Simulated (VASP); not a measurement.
# TaN (Fm-3m) in VASP: a series of runs

Aim: see how the results for TaN move with the level of theory and the settings. Levels: PBE, revPBE. Tasks: single point, relaxation of cell and atoms.

All numbers are computed with VASP 6.6.1; they aren't measurements. Logs are shortened: lines on timing, memory, paths and dates and some standing lists are left out, and cuts for length are marked.

## Step 1: The cell of the first run

Symmetry: Fm-3m, No. 225, cubic system. The conventional cell has a = 4.417 Å, b = 4.417 Å, c = 4.417 Å, α = 90.00°, β = 90.00°, γ = 90.00°. Within 2.9 Å of Ta (site symmetry m-3m) lie 6 N at 2.21 Å. Within 2.9 Å of N (site symmetry m-3m) lie 6 Ta at 2.21 Å.

## Step 2: Single point, PBE

Input file INCAR:

```
SYSTEM = TaN
PREC = Accurate
ENCUT = 520
EDIFF = 1E-6
ISMEAR = -1
SIGMA = 0.05
LREAL = .FALSE.
LASPH = .TRUE.
NELM = 80
ALGO = Normal
ISIF = 2
LWAVE = .FALSE.
LCHARG = .TRUE.
GGA = PE
LELF = .TRUE.
LVHAR = .TRUE.
NBANDS = 15
```

Input file KPOINTS:

```
Automatic mesh
0
G
  10 10 10
  0 0 0
```

Input file POSCAR:

```
TaN
1.0
    0.0000000000      2.2086445780      2.2086445780
    2.2086445780      0.0000000000      2.2086445780
    2.2086445780      2.2086445780      0.0000000000
Ta N
1 1
Direct
    0.5000000000      0.5000000000      0.5000000000
    0.0000000000      0.0000000000      0.0000000000
```

Potentials or basis: VASP PAW PBE potentials, release 64 (Ta_pv, N).

Launch:

```
$ cat potpaw_PBE.64/Ta_pv/POTCAR potpaw_PBE.64/N/POTCAR > POTCAR
$ mpirun -np 1 vasp_std > vasp.out
```

OUTCAR:

```text
SYSTEM = TaN
   PREC = Accurate
   ENCUT = 520
   EDIFF = 1E-6
   ISMEAR = -1
   LREAL = .FALSE.
   LASPH = .TRUE.
   NELM = 80
   ISIF = 2
   GGA = PE

 ion  position               nearest neighbor table
   1  0.500  0.500  0.500-   2 2.21   2 2.21   2 2.21   2 2.21   2 2.21   2 2.21
   2  0.000  0.000  0.000-   1 2.21   1 2.21   1 2.21   1 2.21   1 2.21   1 2.21

  LATTYP: Found a face centered cubic cell.
 ALAT       =     4.4172891560

  Lattice vectors:

 A1 = (   0.0000000000,   2.2086445780,   2.2086445780)
 A2 = (   2.2086445780,   0.0000000000,   2.2086445780)
 A3 = (   2.2086445780,   2.2086445780,   0.0000000000)

Analysis of symmetry for initial positions (statically):
=====================================================================
 Subroutine PRICEL returns:
 Original cell was already a primitive cell.

 Routine SETGRP: Setting up the symmetry group for a
 face centered cubic supercell.

 Subroutine GETGRP returns: Found 48 space group operations
 (whereof 48 operations were pure point group operations)
 out of a pool of 48 trial point group operations.

The static configuration has the point symmetry O_h .

Analysis of symmetry for dynamics (positions and initial velocities):
=====================================================================
 Subroutine PRICEL returns:
 Original cell was already a primitive cell.

 Routine SETGRP: Setting up the symmetry group for a
 face centered cubic supercell.

 Subroutine GETGRP returns: Found 48 space group operations
 (whereof 48 operations were pure point group operations)
 out of a pool of 48 trial point group operations.

The dynamic configuration has the point symmetry O_h .

 Subroutine INISYM returns: Found 48 space group operations
 (whereof 48 operations are pure point group operations),
 and found     1 'primitive' translations

----------------------------------------------------------------------------------------

                                     Primitive cell

  volume of cell :      21.5480

  direct lattice vectors                    reciprocal lattice vectors
     0.000000000  2.208644578  2.208644578    -0.226383188  0.226383188  0.226383188
     2.208644578  0.000000000  2.208644578     0.226383188 -0.226383188  0.226383188
     2.208644578  2.208644578  0.000000000     0.226383188  0.226383188 -0.226383188

  length of vectors
     3.123495117  3.123495117  3.123495117     0.392107183  0.392107183  0.392107183

  position of ions in fractional coordinates (direct lattice)
     0.500000000  0.500000000  0.500000000
     0.000000000  0.000000000  0.000000000

  ion indices of the primitive-cell ions
   primitive index   ion index
                 1           1
                 2           2

----------------------------------------------------------------------------------------

 KPOINTS: Automatic mesh

Automatic generation of k-mesh.
 Grid dimensions read from file:
 generate k-points for:   10   10   10

 Generating k-lattice:

  Cartesian coordinates                     Fractional coordinates (reciprocal lattice)
    -0.022638319  0.022638319  0.022638319     0.100000000  0.000000000  0.000000000
     0.022638319 -0.022638319  0.022638319     0.000000000  0.100000000  0.000000000
     0.022638319  0.022638319 -0.022638319     0.000000000  0.000000000  0.100000000

  Length of vectors
     0.039210718  0.039210718  0.039210718

  Shift w.r.t. Gamma in fractional coordinates (k-lattice)
     0.000000000  0.000000000  0.000000000

 Subroutine IBZKPT returns following result:
 ===========================================

 Found     47 irreducible k-points:

 Following reciprocal coordinates:
            Coordinates               Weight
  0.000000  0.000000  0.000000      1.000000
  0.100000  0.000000  0.000000      8.000000
  0.200000  0.000000  0.000000      8.000000
  0.300000  0.000000  0.000000      8.000000
  0.400000  0.000000  0.000000      8.000000
  0.500000  0.000000  0.000000      4.000000
[... 16 lines left out ...]
  0.300000  0.300000  0.000000      6.000000
  0.400000  0.300000  0.000000     24.000000
 [... further k-points ...]
   k-points           NKPTS =     47   k-points in BZ     NKDIM =     47   number of bands    NBANDS=     15
   number of dos      NEDOS =    301   number of ions     NIONS =      2
   total plane-waves  NPLWV =  13824
   dimension x,y,z NGX =    24 NGY =   24 NGZ =   24
   dimension x,y,z NGXF=    48 NGYF=   48 NGZF=   48
   ions per type =               1   1
   NGX,Y,Z   is equivalent  to a cutoff of  12.77, 12.77, 12.77 a.u.
   NGXF,Y,Z  is equivalent  to a cutoff of  25.55, 25.55, 25.55 a.u.
 SYSTEM =  TaN
   PREC   = accura    normal or accurate (medium, high low for compatibility)
   ISTART =      0    job   : 0-new  1-cont  2-samecut
   ICHARG =      2    charge: 1-file 2-atom 10-const
   ISPIN  =      1    spin polarized calculation?
   LNONCOLLINEAR =      F non collinear calculations
   LSORBIT =      F    spin-orbit coupling
   LASPH  =      T    aspherical Exc in radial PAW
   ENCUT  =  520.0 eV  38.22 Ry    6.18 a.u.   5.81  5.81  5.81*2*pi/ulx,y,z
   NELM   =     80;   NELMIN=  2; NELMDL= -5     # of ELM steps
   EDIFF  = 0.1E-05   stopping-criterion for ELM
   LREAL  =      F    real-space projection
   EDIFFG = 0.1E-04   stopping-criterion for IOM
   NSW    =      0    number of steps for IOM
   IBRION =     -1    ionic relax: 0-MD 1-quasi-New 2-CG
   NFREE  =      0    steps in history (QN), initial steepest desc. (CG)
   ISIF   =      2    stress and relaxation
   ISYM   =      2    0-nonsym 1-usesym 2-fastsym
   POTIM  = 0.5000    time-step for ionic-motion
   TEBEG  =    0.0;   TEEND  =   0.0 temperature during run
   PSTRESS=    0.0 pullay stress
   NELECT =      16.0000    total number of electrons
   NUPDOWN=      -1.0000    fix difference up-down
   EMIN   =  10.00;   EMAX   =-10.00  energy-range for DOS
   EFERMI =   0.00;   METHOD = LEGACY
   ISMEAR =    -1;   SIGMA  =   0.05  broadening in eV -4-tet -1-fermi 0-gaus
   EFERMI_NEDOS =   21; number of points for ismear=-14 and -15
   IALGO  =     38    algorithm
   IMIX   =      4    mixing-type and parameters
     AMIX     =   0.40;   BMIX     =  1.00
     AMIX_MAG =   1.60;   BMIX_MAG =  1.00
  volume/ion in A,a.u.               =      10.77        72.71
  Fermi-wavevector in a.u.,A,eV,Ry     =   1.482446  2.801417 29.900806  2.197647
  Thomas-Fermi vector in A             =   2.596231
   LORBIT       =      0    0 simple, 1 ext, 2 COOP (PROOUT), +10 PAW based schemes
   GGA     = PE    functional components
   LHFCALC =     F    Hartree Fock is set to
   AEXX    =    0.0000 exact exchange contribution
   IVDW    =     0    specifies the selected vdW correction
   LEPSILON=     F    determine dielectric tensor
   LRPA    =     F    only Hartree local field effects (RPA)
 non-spin polarized calculation
  energy-cutoff  :      520.00
  volume of cell :       21.55
 maximum number of plane-waves:       589
   NGX = 11   NGY = 11   NGZ = 11

 number of electron      16.0000003 magnetization

 Free energy of the ion-electron system (eV)
  ---------------------------------------------------
  ext. energy  EPLUGINS =         0.00000000
  ---------------------------------------------------
  free energy    TOTEN  =       -21.84209277 eV

  energy without entropy =      -21.83616780  energy(sigma->0) =      -21.83913029

 E-fermi :   9.4218     XC(G=0): -13.3649

 val. band max:        9.3301278170   @ k =  -0.2000   0.2000   0.0000
 cond. band min:       9.4509745097   @ k =   0.0000   0.0000   0.0000
 fundamental gap:      0.1208466927
 Fermi energy:         9.4218362083

 k-point     1 :       0.0000    0.0000    0.0000
  band No.  band energies     occupation
      1     -26.4202      2.00000
      2     -26.4202      2.00000
      3     -26.4202      2.00000
      4      -9.3502      2.00000
      5       5.6177      2.00000
      6       5.6177      2.00000
      7       5.6177      2.00000
      8       7.3216      2.00000
      9       7.3216      2.00000
     10       7.3216      2.00000
     11       9.4510      0.71659
     12       9.4510      0.71658
     13      10.8047      0.00000
     14      18.7949      0.00000
     15      21.7099      0.00000

 k-point     2 :       0.1000    0.0000    0.0000
  band No.  band energies     occupation
      1     -26.5031      2.00000
      2     -26.4279      2.00000
      3     -26.4279      2.00000
      4      -9.1169      2.00000
      5       4.5181      2.00000
      6       4.8831      2.00000
      7       4.8831      2.00000
      8       7.6743      2.00000
      9       7.6743      2.00000
     10       7.7420      2.00000
     11      10.3550      0.00000
     12      10.3550      0.00000
     13      11.5107      0.00000
     14      19.5134      0.00000
     15      21.7095      0.00000

 k-point     3 :       0.2000    0.0000    0.0000
  band No.  band energies     occupation
      1     -26.7138      2.00000
      2     -26.4479      2.00000
      3     -26.4479      2.00000
      4      -8.4797      2.00000
      5       2.6981      2.00000
      6       3.7088      2.00000
      7       3.7088      2.00000
      8       8.2769      2.00000
      9       8.4748      2.00000
     10       8.4748      2.00000
     11      12.2155      0.00000
     12      12.2155      0.00000
     13      12.9706      0.00000
     14      21.1561      0.00000
     15      21.7093      0.00000
[... 343 lines left out ...]
 k-point    23 :       0.3000    0.3000    0.0000
  band No.  band energies     occupation
      1     -26.9000      2.00000
      2     -26.5975      2.00000
      3     -26.5975      2.00000
      4      -7.9541      2.00000
      5       1.3065      2.00000
      6       4.5485      2.00000
      7       4.5485      2.00000
      8       4.9027      2.00000
      9      10.6755      0.00000
     10      11.7648      0.00000
     11      11.7648      0.00000
     12      12.2278      0.00000
     13      17.5715      0.00000
     14      21.6735      0.00000
     15      22.2326      0.00000

 k-point    24 :       0.4000    0.3000    0.0000
  band No.  band energies     occupation
      1     -26.9962      2.00000
      2     -26.6501      2.00000
      3     -26.6258      2.00000
      4      -7.8145      2.00000
      5       1.5149      2.00000
      6       3.5714      2.00000
      7       4.2408      2.00000
      8       5.5801      2.00000
      9      11.5233      0.00000
     10      12.2562      0.00000
     11      12.3352      0.00000
     12      13.1690      0.00000
     13      17.6537      0.00000
     14      19.9290      0.00000
     15      21.7222      0.00000

 [... further k-points ...]

------------------------ aborting loop because EDIFF is reached ----------------------------------------

  FORCE on cell =-STRESS in cart. coord.  units (eV):
  Direction    XX          YY          ZZ          XY          YZ          ZX
  --------------------------------------------------------------------------------------
  -------------------------------------------------------------------------------------
  Total        0.0872356      0.0872356      0.0872356     -0.0000000     -0.0000000     -0.0000000
  in kB        6.4862940      6.4862940      6.4862940     -0.0000000     -0.0000000     -0.0000000
  external PRESSURE =       6.4862940 kB  Pullay stress =       0.0000000 kB

 VOLUME and BASIS-vectors are now :
 -----------------------------------------------------------------------------
  energy-cutoff  :      520.00
  volume of cell :       21.55
      direct lattice vectors                 reciprocal lattice vectors
     0.000000000  2.208644578  2.208644578    -0.226383188  0.226383188  0.226383188
     2.208644578  0.000000000  2.208644578     0.226383188 -0.226383188  0.226383188
     2.208644578  2.208644578  0.000000000     0.226383188  0.226383188 -0.226383188

 POSITION                                       TOTAL-FORCE (eV/Angst)
 -----------------------------------------------------------------------------------
      2.20864      2.20864      2.20864        -0.000000     -0.000000     -0.000000
      0.00000      0.00000      0.00000         0.000000      0.000000      0.000000
 -----------------------------------------------------------------------------------
    total drift:                                0.000000     -0.000000     -0.000000

  FREE ENERGIE OF THE ION-ELECTRON SYSTEM (eV)
  ---------------------------------------------------
  free  energy   TOTEN  =       -21.8420927716 eV

  energy  without entropy=      -21.8361678022  energy(sigma->0) =      -21.83913029
```

It took 7.8 s on 1 thread of Intel Xeon Platinum 8559C (Emerald Rapids), shared host; peak memory 0.15 GiB.

Results:

```yaml
Free_energy: -21.8421 eV
Pressure: 0.6 GPa
Band_gap_on_the_k_mesh: zero (band 8 reaches 11.25 eV, above the bottom of band 9 at 7.32 eV)
```

Caveat: spin-orbit coupling is left out, which moves the levels of the heavy elements.

(Continued in part 2 of 2.)
